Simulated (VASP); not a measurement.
A run of VASP 6.6.1 is set up as follows.

File INCAR:

```
PREC = Accurate
ENCUT = 520
EDIFF = 1E-6
ISMEAR = 0
SIGMA = 0.01
LREAL = F
LASPH = T
NELM = 100
ALGO = Normal
ISIF = 2
LWAVE = F
LCHARG = T
GGA = PE
LELF = T
LVHAR = T
NBANDS = 11
```

The input KPOINTS:

```
regular mesh
0
Gamma
  10 10 10
```

File POSCAR:

```
Si
1.0
    0.0136755430      2.7419463812      2.7419463812
    2.7419463812      0.0136755430      2.7419463812
    2.7419463812      2.7419463812      0.0136755430
Si
2
Direct
    0.0003127531      0.0003127531      0.0003127531
    0.2496872469      0.2496872469      0.2496872469
```

Potentials or basis: VASP PAW PBE potentials, release 64 (Si).

Command:

```bash
$ cat potpaw_PBE.64/Si/POTCAR > POTCAR
$ mpirun -np 1 vasp_std > vasp.out
```

(1) Estimate the band gap on the k mesh.

(2) Predict the pressure.

## Answers

(1) 0.60 eV, indirect (least direct gap 2.47 eV).

(2) -0.1 GPa.
